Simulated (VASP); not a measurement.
# AlO2 (fluorite type) (Fm-3m) in VASP: further runs

AlO2 (fluorite type) is run at these levels: r2SCAN; tasks: single point.

Everything below comes from runs of VASP 6.6.1. Logs are shortened: lines on timing, memory, paths and dates and some standing lists are left out, and cuts for length are marked.

### Step 1. The cell of the first run

It takes space group Fm-3m (No. 225, cubic). The conventional cell has a = 4.689 Å, b = 4.689 Å, c = 4.689 Å, α = 90.00°, β = 90.00°, γ = 90.00°. Al (site symmetry m-3m) has 8 O at 2.03 Å within 2.7 Å. Within 2.7 Å of O (site symmetry -43m) lie 4 Al at 2.03 Å and 6 O at 2.34 Å.

### Step 2. Single point, r2SCAN

The input, POSCAR:

```
AlO2
1.0
    0.0000000000      2.3445398825      2.3445398825
    2.3445398825      0.0000000000      2.3445398825
    2.3445398825      2.3445398825      0.0000000000
Al O
1 2
Direct
    0.0000000000      0.0000000000      0.0000000000
    0.2500000000      0.2500000000      0.2500000000
    0.7500000000      0.7500000000      0.7500000000
```

The input, INCAR.step1:

```
ALGO = Normal
EDIFF = 1E-5
ENCUT = 660
GGA = PE
GGA_COMPAT = False
ISMEAR = -1
LASPH = True
LCHARG = False
LREAL = False
LWAVE = True
NBANDS = 14
NELM = 120
PREC = Accurate
SIGMA = 0.1
```

The input, INCAR.step2:

```
ALGO = Normal
EDIFF = 1E-6
ENCUT = 660
GGA_COMPAT = False
ISIF = 2
ISMEAR = -1
ISTART = 1
LASPH = True
LCHARG = True
LELF = True
LMIXTAU = True
LREAL = False
LVHAR = True
LWAVE = False
METAGGA = R2SCAN
NBANDS = 14
NELM = 120
PREC = Accurate
SIGMA = 0.1
```

The input, KPOINTS:

```
k-points
0
Gamma
  12 12 12
```

Potentials or basis: VASP PAW PBE potentials, release 64 (Al, O).

Run with:

```
$ cat potpaw_PBE.64/Al/POTCAR potpaw_PBE.64/O/POTCAR > POTCAR
$ cp INCAR.step1 INCAR
$ mpirun -np 1 vasp_std > vasp.out
$ cp INCAR.step2 INCAR
$ mpirun -np 1 vasp_std > vasp.out
```

OUTCAR:

```text
EDIFF = 1E-6
   ENCUT = 660
   ISIF = 2
   ISMEAR = -1
   ISTART = 1
   LASPH = True
   LREAL = False
   METAGGA = R2SCAN
   NELM = 120
   PREC = Accurate

 ion  position               nearest neighbor table
   1  0.000  0.000  0.000-   2 2.03   3 2.03   3 2.03   3 2.03   3 2.03   2 2.03   2 2.03   2 2.03

   2  0.250  0.250  0.250-   1 2.03   1 2.03   1 2.03   1 2.03
   3  0.750  0.750  0.750-   1 2.03   1 2.03   1 2.03   1 2.03

  LATTYP: Found a face centered cubic cell.
 ALAT       =     4.6890797650

  Lattice vectors:

 A1 = (   0.0000000000,   2.3445398825,   2.3445398825)
 A2 = (   2.3445398825,   0.0000000000,   2.3445398825)
 A3 = (   2.3445398825,   2.3445398825,   0.0000000000)

Analysis of symmetry for initial positions (statically):
=====================================================================
 Subroutine PRICEL returns:
 Original cell was already a primitive cell.

 Routine SETGRP: Setting up the symmetry group for a
 face centered cubic supercell.

 Subroutine GETGRP returns: Found 48 space group operations
 (whereof 48 operations were pure point group operations)
 out of a pool of 48 trial point group operations.

The static configuration has the point symmetry O_h .

Analysis of symmetry for dynamics (positions and initial velocities):
=====================================================================
 Subroutine PRICEL returns:
 Original cell was already a primitive cell.

 Routine SETGRP: Setting up the symmetry group for a
 face centered cubic supercell.

 Subroutine GETGRP returns: Found 48 space group operations
 (whereof 48 operations were pure point group operations)
 out of a pool of 48 trial point group operations.

The dynamic configuration has the point symmetry O_h .

 Subroutine INISYM returns: Found 48 space group operations
 (whereof 48 operations are pure point group operations),
 and found     1 'primitive' translations

----------------------------------------------------------------------------------------

                                     Primitive cell

  volume of cell :      25.7752

  direct lattice vectors                    reciprocal lattice vectors
     0.000000000  2.344539882  2.344539882    -0.213261461  0.213261461  0.213261461
     2.344539882  0.000000000  2.344539882     0.213261461 -0.213261461  0.213261461
     2.344539882  2.344539882  0.000000000     0.213261461  0.213261461 -0.213261461

  length of vectors
     3.315680099  3.315680099  3.315680099     0.369379685  0.369379685  0.369379685

  position of ions in fractional coordinates (direct lattice)
     0.000000000  0.000000000  0.000000000
     0.250000000  0.250000000  0.250000000
     0.750000000  0.750000000  0.750000000

  ion indices of the primitive-cell ions
   primitive index   ion index
                 1           1
                 2           2
                 3           3

----------------------------------------------------------------------------------------

 KPOINTS: k-points

Automatic generation of k-mesh.
 Grid dimensions read from file:
 generate k-points for:   12   12   12

 Generating k-lattice:

  Cartesian coordinates                     Fractional coordinates (reciprocal lattice)
    -0.017771788  0.017771788  0.017771788     0.083333333  0.000000000  0.000000000
     0.017771788 -0.017771788  0.017771788     0.000000000  0.083333333  0.000000000
     0.017771788  0.017771788 -0.017771788     0.000000000  0.000000000  0.083333333

  Length of vectors
     0.030781640  0.030781640  0.030781640

  Shift w.r.t. Gamma in fractional coordinates (k-lattice)
     0.000000000  0.000000000  0.000000000

 Subroutine IBZKPT returns following result:
 ===========================================

 Found     72 irreducible k-points:

 Following reciprocal coordinates:
            Coordinates               Weight
  0.000000  0.000000  0.000000      1.000000
  0.083333  0.000000  0.000000      8.000000
  0.166667  0.000000  0.000000      8.000000
  0.250000  0.000000  0.000000      8.000000
  0.333333  0.000000  0.000000      8.000000
  0.416667  0.000000  0.000000      8.000000
[... 16 lines left out ...]
  0.500000  0.166667  0.000000     24.000000
 -0.416667  0.166667  0.000000     24.000000
 [... further k-points ...]
   k-points           NKPTS =     72   k-points in BZ     NKDIM =     72   number of bands    NBANDS=     14
   number of dos      NEDOS =    301   number of ions     NIONS =      3
   total plane-waves  NPLWV =  21952
   dimension x,y,z NGX =    28 NGY =   28 NGZ =   28
   dimension x,y,z NGXF=    56 NGYF=   56 NGZF=   56
   ions per type =               1   2
   NGX,Y,Z   is equivalent  to a cutoff of  14.04, 14.04, 14.04 a.u.
   NGXF,Y,Z  is equivalent  to a cutoff of  28.08, 28.08, 28.08 a.u.
 SYSTEM =  unknown system
   PREC   = accura    normal or accurate (medium, high low for compatibility)
   ISTART =      1    job   : 0-new  1-cont  2-samecut
   ICHARG =      0    charge: 1-file 2-atom 10-const
   ISPIN  =      1    spin polarized calculation?
   LNONCOLLINEAR =      F non collinear calculations
   LSORBIT =      F    spin-orbit coupling
   LASPH  =      T    aspherical Exc in radial PAW
   ENCUT  =  660.0 eV  48.51 Ry    6.96 a.u.   6.95  6.95  6.95*2*pi/ulx,y,z
   NELM   =    120;   NELMIN=  2; NELMDL=  0     # of ELM steps
   EDIFF  = 0.1E-05   stopping-criterion for ELM
   LREAL  =      F    real-space projection
   EDIFFG = 0.1E-04   stopping-criterion for IOM
   NSW    =      0    number of steps for IOM
   IBRION =     -1    ionic relax: 0-MD 1-quasi-New 2-CG
   NFREE  =      0    steps in history (QN), initial steepest desc. (CG)
   ISIF   =      2    stress and relaxation
   ISYM   =      2    0-nonsym 1-usesym 2-fastsym
   POTIM  = 0.5000    time-step for ionic-motion
   TEBEG  =    0.0;   TEEND  =   0.0 temperature during run
   PSTRESS=    0.0 pullay stress
   NELECT =      15.0000    total number of electrons
   NUPDOWN=      -1.0000    fix difference up-down
   EMIN   =  10.00;   EMAX   =-10.00  energy-range for DOS
   EFERMI =   0.00;   METHOD = LEGACY
   ISMEAR =    -1;   SIGMA  =   0.10  broadening in eV -4-tet -1-fermi 0-gaus
   EFERMI_NEDOS =   21; number of points for ismear=-14 and -15
   IALGO  =     38    algorithm
   IMIX   =      4    mixing-type and parameters
     AMIX     =   0.40;   BMIX     =  1.00
     AMIX_MAG =   1.60;   BMIX_MAG =  1.00
  volume/ion in A,a.u.               =       8.59        57.98
  Fermi-wavevector in a.u.,A,eV,Ry     =   1.366798  2.582873 25.417539  1.868136
  Thomas-Fermi vector in A             =   2.492907
   LORBIT       =      0    0 simple, 1 ext, 2 COOP (PROOUT), +10 PAW based schemes
   METAGGA = R2SCAN    functional components
   LHFCALC =     F    Hartree Fock is set to
   AEXX    =    0.0000 exact exchange contribution
   IVDW    =     0    specifies the selected vdW correction
   LEPSILON=     F    determine dielectric tensor
   LRPA    =     F    only Hartree local field effects (RPA)
 non-spin polarized calculation
  energy-cutoff  :      660.00
  volume of cell :       25.78
 maximum number of plane-waves:      1018
   NGX = 13   NGY = 13   NGZ = 13

 number of electron      15.0000000 magnetization

 Free energy of the ion-electron system (eV)
  ---------------------------------------------------
  ext. energy  EPLUGINS =         0.00000000
  ---------------------------------------------------
  free energy    TOTEN  =       -24.68326106 eV

  energy without entropy =      -24.61647406  energy(sigma->0) =      -24.64986756

 E-fermi :   5.8692     XC(G=0): -12.2204

 val. band max:        5.8560202860   @ k =   0.5000   0.4167   0.0000
 cond. band min:       5.8692899525   @ k =  -0.2500   0.4167   0.1667
 fundamental gap:      0.0132696665
 Fermi energy:         5.8692298393

 k-point     1 :       0.0000    0.0000    0.0000
  band No.  band energies     occupation
      1     -15.4221      2.00000
      2     -10.3043      2.00000
      3       1.7602      2.00000
      4       1.7602      2.00000
      5       1.7602      2.00000
      6       5.2027      1.99745
      7       5.2027      1.99745
      8       5.2027      1.99745
      9      12.4930      0.00000
     10      16.8870      0.00000
     11      16.8870      0.00000
     12      16.8870      0.00000
     13      21.8476      0.00000
     14      21.8476      0.00000

 k-point     2 :       0.0833    0.0000    0.0000
  band No.  band energies     occupation
      1     -15.3415      2.00000
      2     -10.3991      2.00000
      3       1.7506      2.00000
      4       1.7847      2.00000
      5       1.7847      2.00000
      6       4.9646      1.99976
      7       5.0916      1.99916
      8       5.0916      1.99916
      9      12.8323      0.00000
     10      16.7944      0.00000
     11      17.0613      0.00000
     12      17.0613      0.00000
     13      22.0101      0.00000
     14      22.0101      0.00000

 k-point     3 :       0.1667    0.0000    0.0000
  band No.  band energies     occupation
      1     -15.1040      2.00000
      2     -10.6746      2.00000
      3       1.7228      2.00000
      4       1.8617      2.00000
      5       1.8617      2.00000
      6       4.3838      2.00000
      7       4.7839      1.99996
      8       4.7839      1.99996
      9      13.6996      0.00000
     10      16.6565      0.00000
     11      17.5732      0.00000
     12      17.5732      0.00000
     13      22.4314      0.00000
     14      22.4314      0.00000
[... 324 lines left out ...]
 k-point    23 :       0.5000    0.1667    0.0000
  band No.  band energies     occupation
      1     -13.2951      2.00000
      2     -12.4515      2.00000
      3       0.2232      2.00000
      4       1.0961      2.00000
      5       1.4906      2.00000
      6       4.0086      2.00000
      7       4.3967      2.00000
      8       4.8085      1.99995
      9      16.2292      0.00000
     10      17.4402      0.00000
     11      20.7206      0.00000
     12      21.5988      0.00000
     13      21.8538      0.00000
     14      23.5027      0.00000

 k-point    24 :      -0.4167    0.1667    0.0000
  band No.  band energies     occupation
      1     -13.0542      2.00000
      2     -12.7056      2.00000
      3       0.0616      2.00000
      4       1.3019      2.00000
      5       1.8639      2.00000
      6       3.5527      2.00000
      7       3.9526      2.00000
      8       5.1679      1.99820
      9      16.5305      0.00000
     10      17.6680      0.00000
     11      20.8569      0.00000
     12      21.0741      0.00000
     13      21.6919      0.00000
     14      23.6165      0.00000

 [... further k-points ...]
[... 5 lines left out ...]
  --------------------------------------------------------------------------------------
  -------------------------------------------------------------------------------------
  Total       -0.5559588     -0.5559588     -0.5559588      0.0000000      0.0000000      0.0000000
  in kB      -34.5581367    -34.5581367    -34.5581367      0.0000000      0.0000000      0.0000000
  external PRESSURE =     -34.5581367 kB  Pullay stress =       0.0000000 kB

 VOLUME and BASIS-vectors are now :
 -----------------------------------------------------------------------------
  energy-cutoff  :      660.00
  volume of cell :       25.78
      direct lattice vectors                 reciprocal lattice vectors
     0.000000000  2.344539882  2.344539882    -0.213261461  0.213261461  0.213261461
     2.344539882  0.000000000  2.344539882     0.213261461 -0.213261461  0.213261461
     2.344539882  2.344539882  0.000000000     0.213261461  0.213261461 -0.213261461

 POSITION                                       TOTAL-FORCE (eV/Angst)
 -----------------------------------------------------------------------------------
      0.00000      0.00000      0.00000         0.000000      0.000000     -0.000000
      1.17227      1.17227      1.17227        -0.000000     -0.000000      0.000000
      3.51681      3.51681      3.51681         0.000000      0.000000      0.000000
 -----------------------------------------------------------------------------------
    total drift:                                0.000000      0.000000      0.000000

  FREE ENERGIE OF THE ION-ELECTRON SYSTEM (eV)
  ---------------------------------------------------
  free  energy   TOTEN  =       -24.6832610637 eV

  energy  without entropy=      -24.6164740618  energy(sigma->0) =      -24.64986756
```

Wall time 1.8 min (1 thread of Intel Xeon 6975P-C, shared host); peak memory 0.18 GiB.

What came out:

* Free energy: -24.6833 eV
* Pressure: -3.5 GPa

Caveat: the PAW data sets were made with another functional, which shifts forces and pressure a little; an odd number of electrons without spin polarisation forces a metal; a magnetic or distorted state may lie lower.

### Step 3. Single point, r2SCAN

This run uses another cell than the first one, of 8.85 Å³/atom, 1.031 times its volume.

The input, POSCAR:

```
AlO2
1.0
    0.0000000000      2.3682237065      2.3682237065
    2.3682237065      0.0000000000      2.3682237065
    2.3682237065      2.3682237065      0.0000000000
Al O
1 2
Direct
    0.0000000000      0.0000000000      0.0000000000
    0.2500000000      0.2500000000      0.2500000000
    0.7500000000      0.7500000000      0.7500000000
```

The input, INCAR.step1:

```
  PREC = Accurate
  ENCUT = 660
  ISMEAR = -1
  SIGMA = 0.1
  LREAL = False
  LASPH = True
  NELM = 120
  NBANDS = 14
  GGA = PE
  ALGO = Normal
  EDIFF = 1E-5
  LWAVE = True
  LCHARG = False
  GGA_COMPAT = False
```

The input, INCAR.step2:

```
  PREC = Accurate
  ENCUT = 660
  EDIFF = 1E-6
  ISMEAR = -1
  SIGMA = 0.1
  LREAL = False
  LASPH = True
  NELM = 120
  ALGO = Normal
  ISIF = 2
  LWAVE = False
  LCHARG = False
  METAGGA = R2SCAN
  LMIXTAU = True
  NBANDS = 14
  ISTART = 1
  GGA_COMPAT = False
```

The input, KPOINTS:

```
Automatic mesh
0
Gamma
  12 12 12
```

Potentials or basis: VASP PAW PBE potentials, release 64 (Al, O).

Run with:

```
$ cat potpaw_PBE.64/Al/POTCAR potpaw_PBE.64/O/POTCAR > POTCAR
$ cp INCAR.step1 INCAR
$ mpirun -np 1 vasp_std > vasp.out
$ cp INCAR.step2 INCAR
$ mpirun -np 1 vasp_std > vasp.out
```

Run time: 2.1 min. Hardware: 1 thread of Intel Xeon 6975P-C, shared host; peak memory 0.18 GiB.

The run converged. Its results:

| Item | Value |
| --- | --- |
| Free energy | -24.6531 eV |
| Pressure | -9.7 GPa |

Levels at points of the mesh, in eV from the Fermi level:
```
           k point  band 5  band 6  band 7  band 8  band 9  band 10  band 11  band 12
(0.00, 0.00, 0.00)   -3.95   -0.65   -0.65   -0.65    6.25    10.87    10.87    10.87
(0.50, 0.00, 0.00)   -2.97   -2.97   -2.77   -2.77   10.38    11.63    14.89    14.89
(0.50, 0.50, 0.00)   -5.48    0.09    0.09    0.83    7.22    12.00    13.41    17.18
```

Caveat: the PAW data sets were made with another functional, which shifts forces and pressure a little; an odd number of electrons without spin polarisation forces a metal; a magnetic or distorted state may lie lower.
